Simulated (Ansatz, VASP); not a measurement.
Os: VASP beside Ansatz

File INCAR:

```
PREC     = Accurate       # precision mode
ENCUT    = 520            # plane-wave cutoff, eV
EDIFF    = 1E-6           # SCF threshold, eV
ISMEAR   = 0              # smearing method
SIGMA    = 0.15           # smearing width, eV
LREAL    = False          # projectors in reciprocal space
LASPH    = True           # aspherical terms in the spheres
NELM     = 80             # most SCF steps
ALGO     = Fast           # electronic algorithm
ISIF     = 2              # what is computed and relaxed
LWAVE    = False          # write WAVECAR
LCHARG   = True           # write CHGCAR
GGA      = PS             # functional
LELF     = True           # ELF
LVHAR    = True         
NBANDS   = 15             # bands
```

Contents of KPOINTS:

```
regular mesh
0
Gamma
  18 18 12
```

Contents of POSCAR:

```
Os
1.0
    2.5973949767      0.0000000000      0.0000000000
   -1.2986974884      2.2494100335      0.0000000000
    0.0000000000      0.0000000000      4.5356850000
Os
2
Direct
    0.3333333333      0.6666666667      0.2500000000
    0.6666666667      0.3333333333      0.7500000000
```

Input for Ansatz:

```yaml
crystal:
  lattice:
    - [2.5973949767, 0.0, 0.0]
    - [-1.2986974884, 2.2494100335, 0.0]
    - [0.0, 0.0, 4.535685]
  atoms:
    - { symbol: Os, position: [0.3333333333, 0.6666666667, 0.25] }
    - { symbol: Os, position: [0.6666666667, 0.3333333333, 0.75] }
basis:
  ecutwfc: 420
kpoints:
  mp_grid: { grid: [18, 18, 12] }
hamiltonian:
  xc: pbesol
scf:
  occupations: { method: gaussian, width: 0.15 }
output:
  forces: true
  stress: true
  eigenvalues: true
  write_density: true
  write_potential: true
  elf: true
  volumetric_format: npy
```

Change from the starting cell: strain -0.050 along x and y, +0.050 along z, atoms carried along.

Alike in both runs: task single point; functional PBEsol; k mesh 18 × 18 × 12; occupations gaussian, width 0.15 eV; no spin polarisation.

|  | VASP | Ansatz |
| --- | --- | --- |
| version | VASP 6.6.1 | Ansatz 0.2.0 |
| potentials or method | VASP PAW PBE potentials, release 64 (Os), cutoff 520 eV | scalar-relativistic, plane waves, PAW |
| valence electrons in the cell | 16 | 32 |

```csv
,VASP,Ansatz,Ansatz less VASP
gap on the k mesh at the Fermi level (eV),none,none,-
pressure (GPa),28.2,26.7,-1.42
"traceless stress, the component that is largest in VASP (GPa)",-49.08,-49.09,-0.008
```

VASP's potentials were made for PBE, not for PBEsol. A gap of «none» marks a metal or a gap that the smearing closes. With one functional, cell and mesh, what is left measures potentials, basis and numerics. VASP's potentials hold 16 valence electrons a cell and Ansatz's 32, so a difference there can come from the potentials and not from the codes.

Neither program's run includes spin-orbit coupling.
